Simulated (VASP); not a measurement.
# AlRu (Pm-3m) in VASP: further runs

AlRu is run at these levels: PBE; tasks: single point, relaxation of cell and atoms.

All numbers are computed with VASP 6.6.1; they aren't measurements. Logs are shortened: lines on timing, memory, paths and dates and some standing lists are left out, and cuts for length are marked.

### Step 1. The cell of the first run

Symmetry: Pm-3m, No. 221, cubic system. The conventional cell has a = 3.004 Å, b = 3.004 Å, c = 3.004 Å, α = 90.00°, β = 90.00°, γ = 90.00°. Within 3.4 Å of Al (site symmetry m-3m) lie 8 Ru at 2.60 Å and 6 Al at 3.00 Å. Ru (site symmetry m-3m) has 8 Al at 2.60 Å and 6 Ru at 3.00 Å within 3.4 Å.

### Step 2. Single point, PBE

INCAR reads:

```
SYSTEM = AlRu
PREC = Accurate
ENCUT = 520
EDIFF = 1E-7
ISMEAR = 0
SIGMA = 0.1
LREAL = .FALSE.
LASPH = .TRUE.
NELM = 100
ALGO = Normal
ISIF = 2
LWAVE = .FALSE.
LCHARG = .FALSE.
GGA = PE
NBANDS = 16
```

KPOINTS reads:

```
regular mesh
0
G
  18 18 18
  0 0 0
```

POSCAR reads:

```
AlRu
1.0
    3.0037904299      0.0000000000      0.0000000000
    0.0000000000      3.0037904299      0.0000000000
    0.0000000000      0.0000000000      3.0037904299
Al Ru
1 1
Direct
    0.0000000000      0.0000000000      0.0000000000
    0.5000000000      0.5000000000      0.5000000000
```

Potentials or basis: VASP PAW PBE potentials, release 64 (Al, Ru_pv).

Launch:

```sh
$ cat potpaw_PBE.64/Al/POTCAR potpaw_PBE.64/Ru_pv/POTCAR > POTCAR
$ mpirun -np 1 vasp_std > vasp.out
```

OUTCAR:

```text
SYSTEM = AlRu
   PREC = Accurate
   ENCUT = 520
   EDIFF = 1E-7
   ISMEAR = 0
   LREAL = .FALSE.
   LASPH = .TRUE.
   NELM = 100
   ISIF = 2
   GGA = PE

 ion  position               nearest neighbor table
   1  0.000  0.000  0.000-   2 2.60   2 2.60   2 2.60   2 2.60   2 2.60   2 2.60   2 2.60   2 2.60

   2  0.500  0.500  0.500-   1 2.60   1 2.60   1 2.60   1 2.60   1 2.60   1 2.60   1 2.60   1 2.60

  LATTYP: Found a simple cubic cell.
 ALAT       =     3.0037904299

  Lattice vectors:

 A1 = (   3.0037904299,   0.0000000000,   0.0000000000)
 A2 = (   0.0000000000,   3.0037904299,   0.0000000000)
 A3 = (   0.0000000000,   0.0000000000,   3.0037904299)

Analysis of symmetry for initial positions (statically):
=====================================================================
 Subroutine PRICEL returns:
 Original cell was already a primitive cell.

 Routine SETGRP: Setting up the symmetry group for a
 simple cubic supercell.

 Subroutine GETGRP returns: Found 48 space group operations
 (whereof 48 operations were pure point group operations)
 out of a pool of 48 trial point group operations.

The static configuration has the point symmetry O_h .

Analysis of symmetry for dynamics (positions and initial velocities):
=====================================================================
 Subroutine PRICEL returns:
 Original cell was already a primitive cell.

 Routine SETGRP: Setting up the symmetry group for a
 simple cubic supercell.

 Subroutine GETGRP returns: Found 48 space group operations
 (whereof 48 operations were pure point group operations)
 out of a pool of 48 trial point group operations.

The dynamic configuration has the point symmetry O_h .

 Subroutine INISYM returns: Found 48 space group operations
 (whereof 48 operations are pure point group operations),
 and found     1 'primitive' translations

----------------------------------------------------------------------------------------

                                     Primitive cell

  volume of cell :      27.1025

  direct lattice vectors                    reciprocal lattice vectors
     3.003790430  0.000000000  0.000000000     0.332912706  0.000000000  0.000000000
     0.000000000  3.003790430  0.000000000     0.000000000  0.332912706  0.000000000
     0.000000000  0.000000000  3.003790430     0.000000000  0.000000000  0.332912706

  length of vectors
     3.003790430  3.003790430  3.003790430     0.332912706  0.332912706  0.332912706

  position of ions in fractional coordinates (direct lattice)
     0.000000000  0.000000000  0.000000000
     0.500000000  0.500000000  0.500000000

  ion indices of the primitive-cell ions
   primitive index   ion index
                 1           1
                 2           2

----------------------------------------------------------------------------------------

 KPOINTS: regular mesh

Automatic generation of k-mesh.
 Grid dimensions read from file:
 generate k-points for:   18   18   18

 Generating k-lattice:

  Cartesian coordinates                     Fractional coordinates (reciprocal lattice)
     0.018495150  0.000000000  0.000000000     0.055555556  0.000000000  0.000000000
     0.000000000  0.018495150  0.000000000     0.000000000  0.055555556  0.000000000
     0.000000000  0.000000000  0.018495150     0.000000000  0.000000000  0.055555556

  Length of vectors
     0.018495150  0.018495150  0.018495150

  Shift w.r.t. Gamma in fractional coordinates (k-lattice)
     0.000000000  0.000000000  0.000000000

 Subroutine IBZKPT returns following result:
 ===========================================

 Found    220 irreducible k-points:

 Following reciprocal coordinates:
            Coordinates               Weight
  0.000000  0.000000  0.000000      1.000000
  0.055556  0.000000  0.000000      6.000000
  0.111111  0.000000  0.000000      6.000000
  0.166667  0.000000  0.000000      6.000000
  0.222222  0.000000  0.000000      6.000000
  0.277778  0.000000  0.000000      6.000000
[... 16 lines left out ...]
  0.277778  0.111111  0.000000     24.000000
  0.333333  0.111111  0.000000     24.000000
 [... further k-points ...]
   k-points           NKPTS =    220   k-points in BZ     NKDIM =    220   number of bands    NBANDS=     16
   number of dos      NEDOS =    301   number of ions     NIONS =      2
   total plane-waves  NPLWV =  13824
   dimension x,y,z NGX =    24 NGY =   24 NGZ =   24
   dimension x,y,z NGXF=    48 NGYF=   48 NGZF=   48
   ions per type =               1   1
   NGX,Y,Z   is equivalent  to a cutoff of  13.28, 13.28, 13.28 a.u.
   NGXF,Y,Z  is equivalent  to a cutoff of  26.57, 26.57, 26.57 a.u.
 SYSTEM =  AlRu
   PREC   = accura    normal or accurate (medium, high low for compatibility)
   ISTART =      0    job   : 0-new  1-cont  2-samecut
   ICHARG =      2    charge: 1-file 2-atom 10-const
   ISPIN  =      1    spin polarized calculation?
   LNONCOLLINEAR =      F non collinear calculations
   LSORBIT =      F    spin-orbit coupling
   LASPH  =      T    aspherical Exc in radial PAW
   ENCUT  =  520.0 eV  38.22 Ry    6.18 a.u.   5.59  5.59  5.59*2*pi/ulx,y,z
   NELM   =    100;   NELMIN=  2; NELMDL= -5     # of ELM steps
   EDIFF  = 0.1E-06   stopping-criterion for ELM
   LREAL  =      F    real-space projection
   EDIFFG = 0.1E-05   stopping-criterion for IOM
   NSW    =      0    number of steps for IOM
   IBRION =     -1    ionic relax: 0-MD 1-quasi-New 2-CG
   NFREE  =      0    steps in history (QN), initial steepest desc. (CG)
   ISIF   =      2    stress and relaxation
   ISYM   =      2    0-nonsym 1-usesym 2-fastsym
   POTIM  = 0.5000    time-step for ionic-motion
   TEBEG  =    0.0;   TEEND  =   0.0 temperature during run
   PSTRESS=    0.0 pullay stress
   NELECT =      17.0000    total number of electrons
   NUPDOWN=      -1.0000    fix difference up-down
   EMIN   =  10.00;   EMAX   =-10.00  energy-range for DOS
   EFERMI =   0.00;   METHOD = LEGACY
   ISMEAR =     0;   SIGMA  =   0.10  broadening in eV -4-tet -1-fermi 0-gaus
   EFERMI_NEDOS =   21; number of points for ismear=-14 and -15
   IALGO  =     38    algorithm
   IMIX   =      4    mixing-type and parameters
     AMIX     =   0.40;   BMIX     =  1.00
     AMIX_MAG =   1.60;   BMIX_MAG =  1.00
  volume/ion in A,a.u.               =      13.55        91.45
  Fermi-wavevector in a.u.,A,eV,Ry     =   1.401377  2.648218 26.719886  1.963856
  Thomas-Fermi vector in A             =   2.524244
   LORBIT       =      0    0 simple, 1 ext, 2 COOP (PROOUT), +10 PAW based schemes
   GGA     = PE    functional components
   LHFCALC =     F    Hartree Fock is set to
   AEXX    =    0.0000 exact exchange contribution
   IVDW    =     0    specifies the selected vdW correction
   LEPSILON=     F    determine dielectric tensor
   LRPA    =     F    only Hartree local field effects (RPA)
 non-spin polarized calculation
 Gauss-broadening in eV      SIGMA  =   0.10
  energy-cutoff  :      520.00
  volume of cell :       27.10
 maximum number of plane-waves:       743
 NGX is ok and might be reduce to    24
   NGX = 11   NGY = 11   NGZ = 11

 number of electron      16.9999996 magnetization

 Free energy of the ion-electron system (eV)
  ---------------------------------------------------
  ext. energy  EPLUGINS =         0.00000000
  ---------------------------------------------------
  free energy    TOTEN  =       -14.26456358 eV

  energy without entropy =      -14.25709276  energy(sigma->0) =      -14.26082817

 E-fermi :  10.5372     XC(G=0): -12.5041

 val. band max:       10.5286245768   @ k =   0.0556   0.0556   0.0556
 cond. band min:      10.5393953499   @ k =   0.1667   0.1111   0.0000
 fundamental gap:      0.0107707732
 Fermi energy:        10.5372073443

 k-point     1 :       0.0000    0.0000    0.0000
  band No.  band energies     occupation
      1     -31.2230      2.00000
      2     -31.2230      2.00000
      3     -31.2230      2.00000
      4       0.9423      2.00000
      5       7.0442      2.00000
      6       7.0442      2.00000
[... 8 lines left out ...]
     15      22.6621      0.00000
     16      25.4223      0.00000

 k-point     2 :       0.0556    0.0000    0.0000
  band No.  band energies     occupation
      1     -31.2291      2.00000
      2     -31.2225      2.00000
      3     -31.2225      2.00000
      4       1.0011      2.00000
      5       7.0647      2.00000
      6       7.0648      2.00000
[... 8 lines left out ...]
     15      22.6622      0.00000
     16      25.6075      0.00000

 k-point     3 :       0.1111    0.0000    0.0000
  band No.  band energies     occupation
      1     -31.2466      2.00000
      2     -31.2210      2.00000
      3     -31.2210      2.00000
      4       1.1760      2.00000
      5       7.1163      2.00000
      6       7.1250      2.00000
[... 8 lines left out ...]
     15      22.6629      0.00000
     16      26.1901      0.00000

 k-point     4 :       0.1667    0.0000    0.0000
  band No.  band energies     occupation
      1     -31.2734      2.00000
      2     -31.2188      2.00000
      3     -31.2188      2.00000
      4       1.4621      2.00000
      5       7.1675      2.00000
      6       7.2200      2.00000
[... 8 lines left out ...]
     15      22.7230      0.00000
     16      27.1848      0.00000

 k-point     5 :       0.2222    0.0000    0.0000
  band No.  band energies     occupation
      1     -31.3060      2.00000
      2     -31.2160      2.00000
      3     -31.2160      2.00000
      4       1.8521      2.00000
      5       7.1639      2.00000
      6       7.3412      2.00000
[... 8 lines left out ...]
     15      23.0888      0.00000
     16      27.4095      0.00000

 k-point     6 :       0.2778    0.0000    0.0000
  band No.  band energies     occupation
      1     -31.3407      2.00000
      2     -31.2130      2.00000
      3     -31.2130      2.00000
      4       2.3359      2.00000
      5       7.0359      2.00000
      6       7.4765      2.00000
[... 8 lines left out ...]
     15      23.3559      0.00000
     16      26.3800      0.00000

 k-point     7 :       0.3333    0.0000    0.0000
  band No.  band energies     occupation
      1     -31.3731      2.00000
      2     -31.2103      2.00000
      3     -31.2103      2.00000
      4       2.9010      2.00000
      5       6.7292      2.00000
      6       7.6105      2.00000
[... 8 lines left out ...]
     15      23.5438      0.00000
     16      25.3698      0.00000

 k-point     8 :       0.3889    0.0000    0.0000
  band No.  band energies     occupation
      1     -31.3993      2.00000
      2     -31.2080      2.00000
      3     -31.2080      2.00000
      4       3.5317      2.00000
      5       6.2430      2.00000
      6       7.7251      2.00000
[... 8 lines left out ...]
     15      23.6630      0.00000
     16      24.4105      0.00000

 k-point     9 :       0.4444    0.0000    0.0000
  band No.  band energies     occupation
      1     -31.4164      2.00000
      2     -31.2065      2.00000
      3     -31.2065      2.00000
      4       4.2046      2.00000
      5       5.6309      2.00000
      6       7.8028      2.00000
[... 8 lines left out ...]
     15      23.5650      0.00000
     16      23.5650      0.00000
[... 172 lines left out ...]
 k-point    19 :       0.5000    0.0556    0.0000
  band No.  band energies     occupation
      1     -31.4216      2.00000
      2     -31.2119      2.00000
      3     -31.2055      2.00000
      4       4.8332      2.00000
      5       5.0705      2.00000
      6       7.8629      2.00000
[... 8 lines left out ...]
     15      22.6631      0.00000
     16      23.0576      0.00000

 k-point    20 :       0.1111    0.1111    0.0000
  band No.  band energies     occupation
      1     -31.2455      2.00000
      2     -31.2436      2.00000
      3     -31.2190      2.00000
      4       1.4052      2.00000
      5       7.1910      2.00000
      6       7.2127      2.00000
[... 8 lines left out ...]
     15      22.6628      0.00000
     16      26.7789      0.00000

 k-point    21 :       0.1667    0.1111    0.0000
  band No.  band energies     occupation
      1     -31.2712      2.00000
      2     -31.2421      2.00000
      3     -31.2168      2.00000
      4       1.6855      2.00000
      5       7.2498      2.00000
      6       7.3092      2.00000
[... 8 lines left out ...]
     15      23.2249      0.00000
     16      27.3817      0.00000

 k-point    22 :       0.2222    0.1111    0.0000
  band No.  band energies     occupation
      1     -31.3037      2.00000
      2     -31.2392      2.00000
      3     -31.2140      2.00000
      4       2.0667      2.00000
      5       7.2515      2.00000
      6       7.4293      2.00000
[... 8 lines left out ...]
     15      23.7875      0.00000
     16      26.4723      0.00000

 k-point    23 :       0.2778    0.1111    0.0000
  band No.  band energies     occupation
      1     -31.3382      2.00000
      2     -31.2361      2.00000
      3     -31.2110      2.00000
      4       2.5384      2.00000
      5       7.1132      2.00000
      6       7.5662      2.00000
[... 8 lines left out ...]
     15      24.2524      0.00000
     16      25.4208      0.00000

 k-point    24 :       0.3333    0.1111    0.0000
  band No.  band energies     occupation
      1     -31.3704      2.00000
      2     -31.2331      2.00000
      3     -31.2083      2.00000
      4       3.0879      2.00000
      5       6.7872      2.00000
      6       7.7065      2.00000
[... 8 lines left out ...]
     15      24.2597      0.00000
     16      24.7408      0.00000

 [... further k-points ...]

------------------------ aborting loop because EDIFF is reached ----------------------------------------

  FORCE on cell =-STRESS in cart. coord.  units (eV):
  Direction    XX          YY          ZZ          XY          YZ          ZX
  --------------------------------------------------------------------------------------
  -------------------------------------------------------------------------------------
  Total       -0.0106349     -0.0106349     -0.0106349      0.0000000     -0.0000000      0.0000000
  in kB       -0.6286895     -0.6286895     -0.6286895      0.0000000     -0.0000000      0.0000000
  external PRESSURE =      -0.6286895 kB  Pullay stress =       0.0000000 kB

 VOLUME and BASIS-vectors are now :
 -----------------------------------------------------------------------------
  energy-cutoff  :      520.00
  volume of cell :       27.10
      direct lattice vectors                 reciprocal lattice vectors
     3.003790430  0.000000000  0.000000000     0.332912706  0.000000000  0.000000000
     0.000000000  3.003790430  0.000000000     0.000000000  0.332912706  0.000000000
     0.000000000  0.000000000  3.003790430     0.000000000  0.000000000  0.332912706

 POSITION                                       TOTAL-FORCE (eV/Angst)
 -----------------------------------------------------------------------------------
      0.00000      0.00000      0.00000         0.000000      0.000000      0.000000
      1.50190      1.50190      1.50190         0.000000      0.000000      0.000000
 -----------------------------------------------------------------------------------
    total drift:                                0.000000     -0.000000     -0.000000

  FREE ENERGIE OF THE ION-ELECTRON SYSTEM (eV)
  ---------------------------------------------------
  free  energy   TOTEN  =       -14.2645635809 eV

  energy  without entropy=      -14.2570927577  energy(sigma->0) =      -14.26082817
```

It took 36 s on 1 thread of Intel Xeon Platinum 8259CL at 2.50GHz (Skylake/Cascade Lake), shared host; peak memory 0.21 GiB.

Results:

- Free energy: -14.2646 eV
- Pressure: -0.1 GPa

Levels at points of the mesh, in eV from the Fermi level:
```
           k point  band 7  band 8  band 9  band 10  band 11  band 12
(0.00, 0.00, 0.00)    0.18    0.18    0.18     6.03     6.03     6.03
(0.50, 0.00, 0.00)   -1.57   -1.57    0.43     2.25     7.46    10.98
(0.50, 0.50, 0.00)   -1.35   -1.14   -1.14     1.51     5.24     6.12
(0.50, 0.50, 0.50)    1.60    1.60    2.51     4.12     4.12     4.12
```

### Step 3. Relaxation of cell and atoms, PBE

INCAR reads:

```
  PREC = Accurate
  ENCUT = 600
  EDIFF = 1E-7
  ISMEAR = 0
  SIGMA = 0.1
  LREAL = False
  LASPH = True
  NELM = 80
  ALGO = Fast
  ISIF = 3
  LWAVE = False
  LCHARG = False
  GGA = PE
  IBRION = 2
  NSW = 100
  EDIFFG = -0.01
```

KPOINTS reads:

```
regular mesh
0
Gamma
  18 18 18
```

POSCAR is that of step 2.

Potentials or basis: VASP PAW PBE potentials, release 64 (Al, Ru_pv).

Launch:

```sh
$ cat potpaw_PBE.64/Al/POTCAR potpaw_PBE.64/Ru_pv/POTCAR > POTCAR
$ mpirun -np 1 vasp_std > vasp.out
```

It took 2 min on 1 thread of AMD EPYC 7R43 (Zen 3), shared host; peak memory 0.18 GiB.

The run converged. Its results:

| Property | Result |
| --- | --- |
| Free energy | -14.2645 eV |
| Pressure after relaxing | 0.0 GPa |

Final structure:
```xyz
2
Lattice="3.0038 0.0000 0.0000 0.0000 3.0038 0.0000 0.0000 0.0000 3.0038" Properties=species:S:1:pos:R:3 pbc="T T T"
Al    0.0000    0.0000    0.0000
Ru    1.5019    1.5019    1.5019
```

Levels at points of the mesh, in eV from the Fermi level:
| k point | band 5 | band 6 | band 7 | band 8 | band 9 | band 10 | band 11 | band 12 |
| --- | --- | --- | --- | --- | --- | --- | --- | --- |
| (0.00, 0.00, 0.00) | -3.49 | -3.49 | 0.18 | 0.18 | 0.18 | 6.03 | 6.03 | 6.03 |
| (0.50, 0.00, 0.00) | -5.46 | -2.71 | -1.57 | -1.57 | 0.43 | 2.25 | 7.46 | 10.98 |
| (0.50, 0.50, 0.00) | -3.00 | -1.35 | -1.35 | -1.14 | -1.14 | 1.51 | 5.24 | 6.12 |
| (0.50, 0.50, 0.50) | -4.56 | -4.56 | 1.60 | 1.60 | 2.51 | 4.12 | 4.12 | 4.12 |

Caveat: the relaxation stopped at its first step, so nothing moved.
